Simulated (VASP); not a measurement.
# BiC (Pm-3m) in VASP: further runs, part 2 of 2

VASP 6.6.1. The steps go on from the part before.

**4. Relaxation of cell and atoms, PBE**

This run uses another cell than the first one, of 19.68 Å³/atom, 1.151 times its volume.

File INCAR:

```
SYSTEM = BiC
PREC = Accurate
ENCUT = 600
EDIFF = 1E-7
ISMEAR = 0
SIGMA = 0.1
LREAL = .FALSE.
LASPH = .TRUE.
NELM = 60
ALGO = Normal
ISIF = 3
LWAVE = .FALSE.
LCHARG = .FALSE.
GGA = PE
IBRION = 2
NSW = 90
EDIFFG = -0.04
```

File KPOINTS:

```
Automatic mesh
0
G
  6 6 6
  0 0 0
```

File POSCAR:

```
BiC
1.0
    3.4016360293      0.0000000000      0.0000000000
    0.0000000000      3.4016360293      0.0000000000
    0.0000000000      0.0000000000      3.4016360293
Bi C
1 1
Direct
    0.0000000000      0.0000000000      0.0000000000
    0.5000000000      0.5000000000      0.5000000000
```

Potentials or basis: VASP PAW PBE potentials, release 64 (Bi_d, C).

Launch:

```console
> cat potpaw_PBE.64/Bi_d/POTCAR potpaw_PBE.64/C/POTCAR > POTCAR
> mpirun -np 1 vasp_std > vasp.out
```

OUTCAR:

```text
SYSTEM = BiC
   PREC = Accurate
   ENCUT = 600
   EDIFF = 1E-7
   ISMEAR = 0
   LREAL = .FALSE.
   LASPH = .TRUE.
   NELM = 60
   ISIF = 3
   GGA = PE
   IBRION = 2
   NSW = 90
   EDIFFG = -0.04

 ion  position               nearest neighbor table
   1  0.000  0.000  0.000-   2 2.95   2 2.95   2 2.95   2 2.95   2 2.95   2 2.95   2 2.95   2 2.95

   2  0.500  0.500  0.500-   1 2.95   1 2.95   1 2.95   1 2.95   1 2.95   1 2.95   1 2.95   1 2.95

  LATTYP: Found a simple cubic cell.
 ALAT       =     3.4016360293

  Lattice vectors:

 A1 = (   3.4016360293,   0.0000000000,   0.0000000000)
 A2 = (   0.0000000000,   3.4016360293,   0.0000000000)
 A3 = (   0.0000000000,   0.0000000000,   3.4016360293)

Analysis of symmetry for initial positions (statically):
=====================================================================
 Subroutine PRICEL returns:
 Original cell was already a primitive cell.

 Routine SETGRP: Setting up the symmetry group for a
 simple cubic supercell.

[... 153 lines left out ...]
--------------------------------------- Ionic step        1  -------------------------------------------

 number of electron      18.9999996 magnetization

 Free energy of the ion-electron system (eV)
  ---------------------------------------------------
  ext. energy  EPLUGINS =         0.00000000
  ---------------------------------------------------
  free energy    TOTEN  =        -8.46828177 eV

  energy without entropy =       -8.45860275  energy(sigma->0) =       -8.46344226

------------------------ aborting loop because EDIFF is reached ----------------------------------------

  FORCE on cell =-STRESS in cart. coord.  units (eV):
  Direction    XX          YY          ZZ          XY          YZ          ZX
  --------------------------------------------------------------------------------------
  -------------------------------------------------------------------------------------
  Total       -2.1287591     -2.1287591     -2.1287591     -0.0000000      0.0000000      0.0000000
  in kB      -86.6509990    -86.6509990    -86.6509990     -0.0000000      0.0000000      0.0000000
  external PRESSURE =     -86.6509990 kB  Pullay stress =       0.0000000 kB
[... 59 lines left out ...]
--------------------------------------- Ionic step        3  -------------------------------------------

 number of electron      18.9999994 magnetization

 Free energy of the ion-electron system (eV)
  ---------------------------------------------------
  ext. energy  EPLUGINS =         0.00000000
  ---------------------------------------------------
  free energy    TOTEN  =        -8.62959664 eV

  energy without entropy =       -8.62011659  energy(sigma->0) =       -8.62485662

 E-fermi :   8.9639     XC(G=0): -11.4246

 val. band max:        8.8685301388   @ k =   0.5000   0.5000   0.1667
 cond. band min:       8.9834701577   @ k =   0.3333   0.1667   0.0000
 fundamental gap:      0.1149400189
 Fermi energy:         8.9639462833

 k-point     1 :       0.0000    0.0000    0.0000
  band No.  band energies     occupation
      1     -14.4661      2.00000
      2     -14.4661      2.00000
      3     -14.1020      2.00000
      4     -14.1020      2.00000
      5     -14.1020      2.00000
      6      -6.1872      2.00000
      7       3.3431      2.00000
      8       7.5269      2.00000
      9       7.5269      2.00000
     10       7.5269      2.00000
     11      15.4301      0.00000
     12      15.4301      0.00000
     13      16.1769      0.00000
[... 331 lines left out ...]
  FREE ENERGIE OF THE ION-ELECTRON SYSTEM (eV)
  ---------------------------------------------------
  free  energy   TOTEN  =        -8.6295966412 eV

  energy  without entropy=       -8.6201165904  energy(sigma->0) =       -8.62485662

 reached required accuracy - stopping structural energy minimisation
```

OSZICAR:

```text
N       E                     dE             d eps       ncg     rms          rms(c)
DAV:   1     0.150323525042E+03    0.15032E+03   -0.10769E+04   520   0.176E+03
DAV:   2     0.149306496504E+01   -0.14883E+03   -0.14657E+03   555   0.416E+02
DAV:   3    -0.885624676939E+01   -0.10349E+02   -0.98538E+01   640   0.108E+02
[... 32 lines left out ...]
DAV:   5    -0.862959749661E+01   -0.26517E-04   -0.14660E-04   525   0.881E-02    0.993E-03
DAV:   6    -0.862959244671E+01    0.50499E-05   -0.25204E-05   628   0.667E-02    0.580E-03
DAV:   7    -0.862959631101E+01   -0.38643E-05   -0.10338E-05   530   0.247E-02    0.985E-04
DAV:   8    -0.862959673379E+01   -0.42277E-06   -0.41116E-07   620   0.755E-03    0.366E-04
DAV:   9    -0.862959664119E+01    0.92601E-07   -0.18801E-08   260   0.120E-03
   3 F= -.86295966E+01 E0= -.86248566E+01  d E =-.161315E+00
```

CONTCAR:

```text
BiC
   1.00000000000000
     3.2431235910562020   -0.0000000000000000    0.0000000000000000
    -0.0000000000000000    3.2431235910562020   -0.0000000000000000
     0.0000000000000000    0.0000000000000000    3.2431235910562020
  Bi              C
     1     1
Direct
     0.0000000000000000    0.0000000000000000    0.0000000000000000
     0.5000000000000000    0.5000000000000000    0.5000000000000000

  0.00000000E+00  0.00000000E+00  0.00000000E+00
  0.00000000E+00  0.00000000E+00  0.00000000E+00
```

Run time: 28 s. Hardware: 1 thread of Intel Xeon Platinum 8259CL at 2.50GHz (Skylake/Cascade Lake), shared host; peak memory 0.17 GiB.

Results:

```
Free energy                            : -8.6296 eV
Relaxed volume                         : 17.06 Å³/atom
Relaxed cell                           : a = 3.243 Å, b = 3.243 Å, c = 3.243 Å, α = 90.00°, β = 90.00°, γ = 90.00°
Space group after relaxing (to 0.05 Å) : Pm-3m (No. 221)
Energy gained by relaxing              : 80.7 meV/atom
Ionic steps                            : 3
Pressure after relaxing                : -0.1 GPa
```

The path:
```tsv
step	energy change (eV)	largest force (eV/Å)	pressure (GPa)	volume (Å³)
1	0.0000	0.0000	-8.67	39.36
2	-0.1594	0.0000	1.32	33.60
3	-0.1613	0.0000	-0.09	34.11
```

Final structure:
```
CELL_PARAMETERS angstrom
3.24312 0.00000 0.00000
0.00000 3.24312 0.00000
0.00000 0.00000 3.24312
ATOMIC_POSITIONS crystal
Bi 0.00000 0.00000 0.00000
C 0.50000 0.50000 0.50000
```

Levels at points of the mesh, in eV from the Fermi level:
| k point | band 6 | band 7 | band 8 | band 9 | band 10 | band 11 | band 12 | band 13 |
| --- | --- | --- | --- | --- | --- | --- | --- | --- |
| (0.00, 0.00, 0.00) | -15.15 | -5.62 | -1.44 | -1.44 | -1.44 | 6.47 | 6.47 | 7.21 |
| (0.50, 0.00, 0.00) | -12.22 | -10.86 | 0.17 | 0.50 | 0.50 | 0.98 | 4.17 | 4.17 |
| (0.50, 0.50, 0.00) | -9.89 | -8.81 | -5.83 | -5.83 | 0.73 | 4.37 | 4.37 | 6.50 |
| (0.50, 0.50, 0.50) | -8.18 | -7.89 | -2.12 | -2.12 | -2.12 | -2.05 | -2.05 | -2.05 |

Caveat: the bands computed are all filled at some k points, so no gap is given; spin-orbit coupling is left out, which moves the levels of the heavy elements.

**5. Single point, PBE**

This run uses another cell than the first one, of 17.34 Å³/atom, 1.014 times its volume.

File INCAR:

```
SYSTEM = BiC
ALGO = Normal ; EDIFF = 1E-6
ENCUT = 520 ; GGA = PE
ISIF = 2 ; ISMEAR = 0
LASPH = .TRUE. ; LCHARG = .FALSE.
LREAL = .FALSE. ; LWAVE = .FALSE.
NBANDS = 16 ; NELM = 60
PREC = Accurate ; SIGMA = 0.1
```

File KPOINTS:

```
k-points
0
G
  18 18 18
  0 0 0
```

File POSCAR:

```
BiC
1.0
    3.2611258822      0.0000000000      0.0000000000
    0.0000000000      3.2611258822      0.0000000000
    0.0000000000      0.0000000000      3.2611258822
Bi C
1 1
Direct
    0.0000000000      0.0000000000      0.0000000000
    0.5000000000      0.5000000000      0.5000000000
```

Launch:

```console
> cat potpaw_PBE.64/Bi_d/POTCAR potpaw_PBE.64/C/POTCAR > POTCAR
> mpirun -np 1 vasp_std > vasp.out
```

Run time: 46 s. Hardware: 1 thread of Intel Xeon Platinum 8259CL at 2.50GHz (Skylake/Cascade Lake), shared host; peak memory 0.23 GiB.

The run converged. Its results:

| Quantity | Value |
| --- | --- |
| Free energy | -8.6141 eV |
| Pressure | 0.0 GPa |

Levels at points of the mesh, in eV from the Fermi level:
```tsv
k point	band 6	band 7	band 8	band 9	band 10	band 11	band 12	band 13
(0.00, 0.00, 0.00)	-14.91	-5.62	-1.32	-1.32	-1.32	6.54	6.54	7.15
(0.50, 0.00, 0.00)	-12.04	-10.68	0.20	0.58	0.58	1.01	4.20	4.20
(0.50, 0.50, 0.00)	-9.79	-8.71	-5.63	-5.63	0.80	4.39	4.39	6.46
(0.50, 0.50, 0.50)	-8.10	-7.84	-1.98	-1.98	-1.98	-1.93	-1.93	-1.93
```

Caveat: spin-orbit coupling is left out, which moves the levels of the heavy elements.

**6. Relaxation of cell and atoms, PBE**

File INCAR:

```
ALGO = Normal ; EDIFF = 1E-6
EDIFFG = -0.01 ; ENCUT = 600
GGA = PE ; IBRION = 2
ISIF = 3 ; ISMEAR = 0
LASPH = T ; LCHARG = F
LREAL = F ; LWAVE = F
NELM = 100 ; NSW = 100
PREC = Accurate ; SIGMA = 0.1
```

File KPOINTS:

```
k-points
0
Gamma
  18 18 18
```

File POSCAR:

```
BiC
1.0
    3.2456467229      0.0000000000      0.0000000000
    0.0000000000      3.2456467229      0.0000000000
    0.0000000000      0.0000000000      3.2456467229
Bi C
1 1
Direct
    0.0000000000      0.0000000000      0.0000000000
    0.5000000000      0.5000000000      0.5000000000
```

Potentials or basis: VASP PAW PBE potentials, release 64 (Bi_d, C).

Launch:

```console
> cat potpaw_PBE.64/Bi_d/POTCAR potpaw_PBE.64/C/POTCAR > POTCAR
> mpirun -np 1 vasp_std > vasp.out
```

OUTCAR:

```text
EDIFF = 1E-6
   EDIFFG = -0.01
   ENCUT = 600
   GGA = PE
   IBRION = 2
   ISIF = 3
   ISMEAR = 0
   LASPH = T
   LREAL = F
   NELM = 100
   NSW = 100
   PREC = Accurate

 ion  position               nearest neighbor table
   1  0.000  0.000  0.000-   2 2.81   2 2.81   2 2.81   2 2.81   2 2.81   2 2.81   2 2.81   2 2.81

   2  0.500  0.500  0.500-   1 2.81   1 2.81   1 2.81   1 2.81   1 2.81   1 2.81   1 2.81   1 2.81

  LATTYP: Found a simple cubic cell.
 ALAT       =     3.2456467229

  Lattice vectors:

 A1 = (   3.2456467229,   0.0000000000,   0.0000000000)
 A2 = (   0.0000000000,   3.2456467229,   0.0000000000)
 A3 = (   0.0000000000,   0.0000000000,   3.2456467229)

Analysis of symmetry for initial positions (statically):
=====================================================================
 Subroutine PRICEL returns:
 Original cell was already a primitive cell.

 Routine SETGRP: Setting up the symmetry group for a
 simple cubic supercell.
[... 260 lines left out ...]
      1     -14.6255      2.00000
      2     -14.6255      2.00000
      3     -14.2797      2.00000
      4     -14.2797      2.00000
      5     -14.2797      2.00000
      6      -6.2562      2.00000
      7       3.0366      2.00000
      8       7.3361      2.00000
      9       7.3361      2.00000
     10       7.3361      2.00000
     11      15.1914      0.00000
     12      15.1914      0.00000
     13      15.8098      0.00000
[... 354 lines left out ...]
  band No.  band energies     occupation
      1     -14.5929      2.00000
      2     -14.4191      2.00000
      3     -14.3594      2.00000
      4     -14.3441      2.00000
      5     -14.2838      2.00000
      6      -4.5560      2.00000
      7      -0.0920      2.00000
      8       6.5685      2.00000
      9       8.6599      0.94614
     10       9.4080      0.00000
     11      10.6672      0.00000
     12      13.6243      0.00000
     13      13.8629      0.00000

 [... further k-points ...]
[... 5 lines left out ...]
  --------------------------------------------------------------------------------------
  -------------------------------------------------------------------------------------
  Total        0.0012203      0.0012203      0.0012203      0.0000000     -0.0000000     -0.0000000
  in kB        0.0563842      0.0563842      0.0563842      0.0000000     -0.0000000     -0.0000000
  external PRESSURE =       0.0563842 kB  Pullay stress =       0.0000000 kB
[... 17 lines left out ...]
  FREE ENERGIE OF THE ION-ELECTRON SYSTEM (eV)
  ---------------------------------------------------
  free  energy   TOTEN  =        -8.6139845071 eV

  energy  without entropy=       -8.6068571144  energy(sigma->0) =       -8.61042081

 reached required accuracy - stopping structural energy minimisation
```

CONTCAR:

```text
BiC
   1.00000000000000
     3.2609215746465314   -0.0000000000000000   -0.0000000000000000
    -0.0000000000000000    3.2609215746465314    0.0000000000000000
    -0.0000000000000000   -0.0000000000000000    3.2609215746465314
  Bi              C
     1     1
Direct
     0.0000000000000000    0.0000000000000000    0.0000000000000000
     0.5000000000000000    0.5000000000000000    0.5000000000000000

  0.00000000E+00  0.00000000E+00  0.00000000E+00
  0.00000000E+00  0.00000000E+00  0.00000000E+00
```

It took 3.1 min on 1 thread of Intel Xeon Platinum 8259CL at 2.50GHz (Skylake/Cascade Lake), shared host; peak memory 0.26 GiB.

Results:

```yaml
Free_energy: -8.6140 eV
Relaxed_volume: 17.34 Å³/atom
Relaxed_cell: a = 3.261 Å, b = 3.261 Å, c = 3.261 Å, α = 90.00°, β = 90.00°, γ = 90.00°
Space_group_after_relaxing_to_0.05_Å: Pm-3m (No. 221)
Energy_gained_by_relaxing: 1.0 meV/atom
Ionic_steps: 3
Pressure_after_relaxing: 0.0 GPa
```

Step by step:
| step | energy change (eV) | largest force (eV/Å) | pressure (GPa) | volume (Å³) |
| --- | --- | --- | --- | --- |
| 1 | 0.0000 | 0.0000 | 1.30 | 34.19 |
| 2 | -0.0016 | 0.0000 | -0.53 | 34.88 |
| 3 | -0.0019 | 0.0000 | 0.01 | 34.68 |

Final structure:
```
CELL_PARAMETERS angstrom
3.26092 0.00000 0.00000
0.00000 3.26092 0.00000
0.00000 0.00000 3.26092
ATOMIC_POSITIONS crystal
Bi 0.00000 0.00000 0.00000
C 0.50000 0.50000 0.50000
```

Caveat: the bands computed are all filled at some k points, so no gap is given; spin-orbit coupling is left out, which moves the levels of the heavy elements.

**7. The runs side by side**

| task | cell | k mesh | cutoff (eV) | gap on the mesh (eV) | pressure (GPa) | relaxed volume (Å³/atom) |
| --- | --- | --- | --- | --- | --- | --- |
| single point | a = 3.246 Å, 2 atoms | 6 × 6 × 6 | 520 | none | -0.3 | - |
| single point | a = 3.402 Å, 2 atoms | 6 × 6 × 6 | 520 | none | -8.7 | - |
| relaxation of cell and atoms | relaxed from a = 3.402 Å, 2 atoms | 6 × 6 × 6 | 600 | - | -0.1 | 17.06 |
| single point | a = 3.261 Å, 2 atoms | 18 × 18 × 18 | 520 | none | 0.0 | - |
| relaxation of cell and atoms | relaxed from a = 3.246 Å, 2 atoms | 18 × 18 × 18 | 600 | - | 0.0 | 17.34 |

Alike in all rows: level PBE; potentials or basis VASP PAW PBE potentials, release 64 (Bi_d, C); no spin polarisation; smearing gaussian 0.1 eV.

Caveats: spin-orbit coupling is left out, which moves the levels of the heavy elements; the bands computed are all filled at some k points, so no gap is given (some runs).

Absolute energies hang on the potentials; compare differences alone.
